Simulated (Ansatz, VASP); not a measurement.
GaN in VASP and in Ansatz

File INCAR:

```
SYSTEM = GaN
ALGO = Normal
EDIFF = 1E-6
ENCUT = 520
GGA = PE
ISIF = 2
ISMEAR = -1
LASPH = .True.
LCHARG = .True.
LELF = .True.
LREAL = .False.
LVHAR = .True.
LWAVE = .False.
NBANDS = 16
NELM = 80
PREC = Accurate
SIGMA = 0.1
```

KPOINTS

```
k-points
0
Gamma
  15 15 15
  0 0 0
```

POSCAR

```
GaN
1.0
    0.0000000000      1.9129552495      1.9129552495
    1.9129552495      0.0000000000      1.9129552495
    1.9129552495      1.9129552495      0.0000000000
Ga N
1 1
Direct
    0.0000000000      0.0000000000      0.0000000000
    0.5000000000      0.5000000000      0.5000000000
```

Input for Ansatz:

```yaml
crystal:
  lattice:
    - [0.0, 1.9129552495, 1.9129552495]
    - [1.9129552495, 0.0, 1.9129552495]
    - [1.9129552495, 1.9129552495, 0.0]
  atoms:
    - { symbol: Ga, position: [0.0, 0.0, 0.0] }
    - { symbol: "N", position: [0.5, 0.5, 0.5] }
kpoints:
  mp_grid: { grid: [15, 15, 15] }
scf:
  occupations: { method: fermi_dirac, width: 0.1 }
hamiltonian:
  xc: pbe
  pseudopotentials: { kind: all_electron, lapw: { basis_error: 0.001 } }
output:
  forces: true
  stress: true
  eigenvalues: true
  populations: true
```

Change from the starting cell: volume scaled by 0.72, LAPW.

Alike in both runs: task single point; functional PBE; k mesh 15 × 15 × 15; occupations fermi-dirac, width 0.1 eV; no spin polarisation.

```csv
,VASP,Ansatz
version,VASP 6.6.1,Ansatz 0.2.0
potentials or method,"VASP PAW PBE potentials, release 64 (Ga_d, N), cutoff 520 eV","all-electron LAPW, scalar-relativistic"
```

|  | VASP | Ansatz | Ansatz less VASP |
| --- | --- | --- | --- |
| pressure (GPa) | 145.8 | 144.1 | -1.63 |

Both programs put the cell under a high pressure, so it lies far from rest at this level. Ansatz ran all-electron here, and VASP with PAW potentials.

Noted on VASP's run: the cell as given lies far from equilibrium.
